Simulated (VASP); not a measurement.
# PdPt2Se3 (P6/mmm) in VASP: a series of runs, part 2 of 2

VASP 6.6.1. Earlier steps stand in the parts before.

### 3 Single point, PBE

This run uses another cell than the first one, of 21.83 Å³/atom.

INCAR

```
SYSTEM = PdPt2Se3
PREC = Accurate
ENCUT = 520
EDIFF = 1E-6
ISMEAR = 0
SIGMA = 0.1
LREAL = .False.
LASPH = .True.
NELM = 80
ALGO = Normal
ISIF = 2
LWAVE = .False.
LCHARG = .True.
GGA = PE
LELF = .True.
LVHAR = .True.
NBANDS = 33
```

KPOINTS

```
regular mesh
0
Gamma
  6 6 10
  0 0 0
```

POSCAR

```
PdPt2Se3
1.0
    6.4964884821      0.0000000000      0.0000000000
   -3.2482442411      5.6261240609      0.0000000000
    0.0000000000      0.0000000000      3.5830711373
Pd Pt Se
1 2 3
Direct
    0.0000000000      0.0000000000      0.5000000000
    0.3333333333      0.6666666667      0.5000000000
    0.6666666667      0.3333333333      0.5000000000
    0.0000000000      0.5000000000      0.0000000000
    0.5000000000      0.0000000000      0.0000000000
    0.5000000000      0.5000000000      0.0000000000
```

Potentials or basis: VASP PAW PBE potentials, release 64 (Pd, Pt, Se).

Launch:

```
$ cat potpaw_PBE.64/Pd/POTCAR potpaw_PBE.64/Pt/POTCAR potpaw_PBE.64/Se/POTCAR > POTCAR
$ mpirun -np 1 vasp_std > vasp.out
```

OUTCAR:

```text
SYSTEM = PdPt2Se3
   PREC = Accurate
   ENCUT = 520
   EDIFF = 1E-6
   ISMEAR = 0
   LREAL = .False.
   LASPH = .True.
   NELM = 80
   ISIF = 2
   GGA = PE

 ion  position               nearest neighbor table
   1  0.000  0.000  0.500-
   2  0.333  0.667  0.500-   4 2.59   4 2.59   5 2.59   5 2.59   6 2.59   6 2.59
   3  0.667  0.333  0.500-   4 2.59   4 2.59   5 2.59   5 2.59   6 2.59   6 2.59
   4  0.000  0.500  0.000-   2 2.59   3 2.59   2 2.59   3 2.59
   5  0.500  0.000  0.000-   2 2.59   3 2.59   2 2.59   3 2.59
   6  0.500  0.500  0.000-   2 2.59   3 2.59   2 2.59   3 2.59

  LATTYP: Found a hexagonal cell.
 ALAT       =     6.4964884821
 C/A-ratio  =     0.5515396737

  Lattice vectors:

 A1 = (   6.4964884821,   0.0000000000,   0.0000000000)
 A2 = (  -3.2482442411,   5.6261240609,   0.0000000000)
 A3 = (   0.0000000000,   0.0000000000,   3.5830711373)

Analysis of symmetry for initial positions (statically):
=====================================================================
 Subroutine PRICEL returns:
 Original cell was already a primitive cell.

 Routine SETGRP: Setting up the symmetry group for a
 hexagonal supercell.

 Subroutine GETGRP returns: Found 24 space group operations
 (whereof 24 operations were pure point group operations)
 out of a pool of 24 trial point group operations.

The static configuration has the point symmetry D_6h.

Analysis of symmetry for dynamics (positions and initial velocities):
=====================================================================
 Subroutine PRICEL returns:
 Original cell was already a primitive cell.

 Routine SETGRP: Setting up the symmetry group for a
 hexagonal supercell.

 Subroutine GETGRP returns: Found 24 space group operations
 (whereof 24 operations were pure point group operations)
 out of a pool of 24 trial point group operations.

The dynamic configuration has the point symmetry D_6h.

 Subroutine INISYM returns: Found 24 space group operations
 (whereof 24 operations are pure point group operations),
 and found     1 'primitive' translations

[... 127 lines left out ...]
   GGA     = PE    functional components
   LHFCALC =     F    Hartree Fock is set to
   AEXX    =    0.0000 exact exchange contribution
   IVDW    =     0    specifies the selected vdW correction
   LEPSILON=     F    determine dielectric tensor
   LRPA    =     F    only Hartree local field effects (RPA)
 non-spin polarized calculation
 Gauss-broadening in eV      SIGMA  =   0.10
  energy-cutoff  :      520.00
  volume of cell :      130.96
 maximum number of plane-waves:      3549
   NGX = 25   NGY = 25   NGZ = 13

 number of electron      47.9999997 magnetization

 Free energy of the ion-electron system (eV)
  ---------------------------------------------------
  ext. energy  EPLUGINS =         0.00000000
  ---------------------------------------------------
  free energy    TOTEN  =       -25.08772505 eV

  energy without entropy =      -25.06394673  energy(sigma->0) =      -25.07583589

 E-fermi :   5.2898     XC(G=0): -10.4403

 val. band max:        5.2618240125   @ k =   0.5000   0.0000   0.5000
 cond. band min:       5.3093653168   @ k =   0.0000   0.0000   0.3000
 fundamental gap:      0.0475413043
 Fermi energy:         5.2898164504

 k-point     1 :       0.0000    0.0000    0.0000
  band No.  band energies     occupation
      1      -9.7035      2.00000
      2      -7.8568      2.00000
      3      -7.8568      2.00000
      4      -3.1492      2.00000
      5       0.4103      2.00000
      6       0.4103      2.00000
[... 853 lines left out ...]
     32      11.7208      0.00000
     33      12.0597      0.00000

 [... further k-points ...]

------------------------ aborting loop because EDIFF is reached ----------------------------------------

  FORCE on cell =-STRESS in cart. coord.  units (eV):
  Direction    XX          YY          ZZ          XY          YZ          ZX
  --------------------------------------------------------------------------------------
  -------------------------------------------------------------------------------------
  Total       -0.0286589     -0.0286589     -0.0264366      0.0000000      0.0000000     -0.0000000
  in kB       -0.3506117     -0.3506117     -0.3234244      0.0000000      0.0000000     -0.0000000
  external PRESSURE =      -0.3415493 kB  Pullay stress =       0.0000000 kB

 VOLUME and BASIS-vectors are now :
 -----------------------------------------------------------------------------
  energy-cutoff  :      520.00
  volume of cell :      130.96
      direct lattice vectors                 reciprocal lattice vectors
     6.496488482  0.000000000  0.000000000     0.153929312  0.088871130  0.000000000
    -3.248244241  5.626124061  0.000000000     0.000000000  0.177742259  0.000000000
     0.000000000  0.000000000  3.583071137     0.000000000  0.000000000  0.279090189

 POSITION                                       TOTAL-FORCE (eV/Angst)
 -----------------------------------------------------------------------------------
      0.00000      0.00000      1.79154         0.000000      0.000000      0.000000
     -0.00000      3.75075      1.79154        -0.000000      0.000000      0.000000
      3.24824      1.87537      1.79154        -0.000000     -0.000000      0.000000
     -1.62412      2.81306      0.00000         0.000000      0.000000      0.000000
      3.24824      0.00000      0.00000         0.000000      0.000000      0.000000
      1.62412      2.81306      0.00000         0.000000      0.000000      0.000000
 -----------------------------------------------------------------------------------
    total drift:                               -0.000000      0.000000     -0.000000

  FREE ENERGIE OF THE ION-ELECTRON SYSTEM (eV)
  ---------------------------------------------------
  free  energy   TOTEN  =       -25.0877250456 eV

  energy  without entropy=      -25.0639467340  energy(sigma->0) =      -25.07583589
```

OSZICAR:

```text
N       E                     dE             d eps       ncg     rms          rms(c)
DAV:   1     0.271235023727E+03    0.27124E+03   -0.22055E+04  2772   0.131E+03
DAV:   2    -0.106331699024E+02   -0.28187E+03   -0.26248E+03  3207   0.258E+02
DAV:   3    -0.260938704300E+02   -0.15461E+02   -0.14856E+02  3303   0.570E+01
DAV:   4    -0.263202552857E+02   -0.22638E+00   -0.22583E+00  3068   0.753E+00
DAV:   5    -0.263240365259E+02   -0.37812E-02   -0.37784E-02  3348   0.954E-01    0.160E+01
DAV:   6    -0.275114399359E+02   -0.11874E+01   -0.88815E+00  3057   0.313E+01    0.227E+01
DAV:   7    -0.256801939256E+02    0.18312E+01   -0.12253E+01  2929   0.138E+01    0.895E+00
DAV:   8    -0.252072788652E+02    0.47292E+00   -0.11502E+00  2855   0.772E+00    0.475E+00
DAV:   9    -0.250904683653E+02    0.11681E+00   -0.36422E-01  2935   0.451E+00    0.943E-01
DAV:  10    -0.250882815043E+02    0.21869E-02   -0.23425E-02  3145   0.982E-01    0.391E-01
DAV:  11    -0.250877572785E+02    0.52423E-03   -0.16221E-03  3056   0.224E-01    0.104E-01
DAV:  12    -0.250877297509E+02    0.27528E-04   -0.15309E-04  3140   0.735E-02    0.334E-02
DAV:  13    -0.250877251096E+02    0.46412E-05   -0.22472E-05  2964   0.292E-02    0.733E-03
DAV:  14    -0.250877250456E+02    0.64018E-07   -0.88077E-07  1542   0.676E-03
   1 F= -.25087725E+02 E0= -.25075836E+02  d E =-.237783E-01
```

Wall time 92 s (1 thread of AMD EPYC 9R45 (Zen 5), shared host); peak memory 0.33 GiB.

What came out:

| Item | Value |
| --- | --- |
| Free energy | -25.0877 eV |
| Pressure | 0.0 GPa |
| Band gap on the k mesh | zero (bands 24 and 25 overlap by 0.87 eV) |

Caveat: spin-orbit coupling is left out, which moves the levels of the heavy elements.

### 4 Single point, PBE, collinear spin

INCAR

```
  ALGO = Normal
  EDIFF = 1E-6
  ENCUT = 520
  GGA = PE
  ISIF = 2
  ISMEAR = 0
  ISPIN = 2
  LASPH = T
  LCHARG = T
  LELF = T
  LMAXMIX = 4
  LORBIT = 11
  LREAL = F
  LVHAR = T
  LWAVE = F
  MAGMOM = 1 1 1 0 0 0
  NBANDS = 37
  NELM = 150
  PREC = Accurate
  SIGMA = 0.1
```

KPOINTS

```
k-points
0
Gamma
  3 3 6
```

POSCAR

```
PdPt2Se3
1.0
    6.3090639400      0.0000000000      0.0000000000
   -3.1545319700      5.4638096500      0.0000000000
    0.0000000000      0.0000000000      3.7085333400
Pd Pt Se
1 2 3
Direct
    0.0000000000      0.0000000000      0.5000000000
    0.3333333300      0.6666666700      0.5000000000
    0.6666666700      0.3333333300      0.5000000000
    0.0000000000      0.5000000000      0.0000000000
    0.5000000000      0.0000000000      0.0000000000
    0.5000000000      0.5000000000      0.0000000000
```

Launch:

```
$ cat potpaw_PBE.64/Pd/POTCAR potpaw_PBE.64/Pt/POTCAR potpaw_PBE.64/Se/POTCAR > POTCAR
$ mpirun -np 1 vasp_std > vasp.out
```

Run time: 66 s. Hardware: 1 thread of AMD EPYC 9R45 (Zen 5), shared host; peak memory 0.3 GiB.

It converged, with:

```yaml
Free_energy: -25.1081 eV
Pressure: 0.3 GPa
Band_gap_on_the_k_mesh: zero (filled and empty bands overlap)
Net_moment: 0.00 μB per cell
Valence_electrons_inside_the_program's_atomic_spheres: Pd 8.93; Pt 9.23; Se 3.72
```

Stress tensor (GPa, compression positive):
```
 0.81  0.00  0.00
 0.00  0.81  0.00
 0.00  0.00 -0.60
```

Levels at points of the mesh, in eV from the Fermi level:
Spin up:
```csv
k point,band 22,band 23,band 24,band 25,band 26,band 27
"(0.00, 0.00, 0.00)",-0.55,0.03,0.35,1.24,1.24,1.77
"(0.00, 0.00, 0.50)",-0.14,-0.14,0.00,0.00,0.44,2.88
```
Spin down:
```tsv
k point	band 22	band 23	band 24	band 25	band 26	band 27
(0.00, 0.00, 0.00)	-0.55	0.03	0.35	1.24	1.24	1.77
(0.00, 0.00, 0.50)	-0.14	-0.14	0.00	0.00	0.44	2.88
```

Caveat: the k points lie up to 0.38 Å⁻¹ apart, too coarse for converged energies and pressures of a metal; spin-orbit coupling is left out, which moves the levels of the heavy elements.

### 5 Relaxation of cell and atoms, PBE

INCAR

```
  ALGO = Normal
  EDIFF = 1E-6
  EDIFFG = -0.01
  ENCUT = 600
  GGA = PE
  IBRION = 2
  ISIF = 3
  ISMEAR = 0
  LASPH = True
  LCHARG = False
  LREAL = False
  LWAVE = False
  NELM = 60
  NSW = 100
  PREC = Accurate
  SIGMA = 0.1
```

KPOINTS

```
k-points
0
Gamma
  6 6 10
```

POSCAR is that of step 4.

Launch:

```
$ cat potpaw_PBE.64/Pd/POTCAR potpaw_PBE.64/Pt/POTCAR potpaw_PBE.64/Se/POTCAR > POTCAR
$ mpirun -np 1 vasp_std > vasp.out
```

It took 12 min on 1 thread of AMD EPYC 9R45 (Zen 5), shared host; peak memory 0.38 GiB.

The run converged. Its results:

```yaml
Free_energy: -25.0872 eV
Relaxed_volume: 21.80 Å³/atom
Relaxed_cell: a = 6.487 Å, b = 6.487 Å, c = 3.588 Å, α = 90.00°, β = 90.00°, γ = 120.00°
Space_group_after_relaxing_to_0.1_Å: P6/mmm (No. 191)
Energy_gained_by_relaxing: 4.2 meV/atom
Ionic_steps: 11
Pressure_after_relaxing: 0.0 GPa
Band_gap_on_the_k_mesh: zero (bands 24 and 25 overlap by 0.88 eV)
```

The path:
```tsv
step	energy change (eV)	largest force (eV/Å)	pressure (GPa)	volume (Å³)
1	0.0000	0.0000	0.43	127.84
2	-0.0050	0.0000	-0.13	128.90
3	-0.0067	0.0000	-0.93	130.42
4	-0.0083	0.0000	-0.93	130.54
5	-0.0128	0.0000	-0.92	130.91
6	-0.0194	0.0000	-0.93	131.62
7	-0.0187	0.0000	-0.86	132.95
8	-0.0216	0.0000	-0.91	132.16
9	-0.0250	0.0000	-0.33	131.29
10	-0.0255	0.0000	-0.04	130.85
11	-0.0255	0.0000	0.02	130.79
```

Final structure:
```
Pd Pt Se
1.0
     6.48742    0.00000    0.00000
    -3.24371    5.61827    0.00000
     0.00000    0.00000    3.58841
Pd Pt Se
1 2 3
Cartesian
  -3.2437 5.6183 1.7942
  0.0000 3.7455 1.7942
  3.2437 1.8728 1.7942
  -1.6219 2.8091 0.0000
  3.2437 0.0000 0.0000
  1.6219 2.8091 0.0000
```

Levels at points of the mesh, in eV from the Fermi level:
| k point | band 20 | band 21 | band 22 | band 23 | band 24 | band 25 | band 26 | band 27 | band 28 |
| --- | --- | --- | --- | --- | --- | --- | --- | --- | --- |
| (0.00, 0.00, 0.00) | -0.70 | -0.47 | -0.47 | -0.29 | 0.23 | 1.07 | 1.07 | 1.83 | 2.41 |
| (0.50, 0.00, 0.00) | -0.74 | -0.53 | -0.46 | -0.43 | -0.22 | 0.66 | 0.74 | 1.98 | 2.40 |
| (0.00, 0.00, 0.50) | -0.89 | -0.30 | -0.19 | -0.19 | -0.09 | -0.09 | 0.22 | 2.97 | 3.11 |
| (0.50, 0.00, 0.50) | -0.70 | -0.64 | -0.57 | -0.53 | -0.28 | -0.03 | 0.50 | 1.29 | 3.11 |

Caveat: spin-orbit coupling is left out, which moves the levels of the heavy elements.

### 6 Summary

| task | spin | cell | k mesh | cutoff (eV) | gap on the mesh (eV) | pressure (GPa) |
| --- | --- | --- | --- | --- | --- | --- |
| single point | off | a = 6.309, b = 6.309, c = 3.709 Å, angles 90.0, 90.0, 120.0°, 6 atoms | 3 × 3 × 6 | 520 | none | 0.4 |
| single point | off | a = 6.496, b = 6.496, c = 3.583 Å, angles 90.0, 90.0, 120.0°, 6 atoms | 6 × 6 × 10 | 520 | none | 0.0 |
| single point | collinear | a = 6.309, b = 6.309, c = 3.709 Å, angles 90.0, 90.0, 120.0°, 6 atoms | 3 × 3 × 6 | 520 | none | 0.3 |
| relaxation of cell and atoms | off | relaxed from a = 6.309, b = 6.309, c = 3.709 Å, angles 90.0, 90.0, 120.0°, 6 atoms | 6 × 6 × 10 | 600 | none | 0.0 |

Alike in all rows: level PBE; potentials or basis VASP PAW PBE potentials, release 64 (Pd, Pt, Se); smearing gaussian 0.1 eV.

Caveats: some runs use coarse meshes; spin-orbit coupling is left out, which moves the levels of the heavy elements.

Absolute energies hang on the potentials; compare differences alone.

The gap in the log of VASP goes by the Fermi energy; the results here count the filled bands.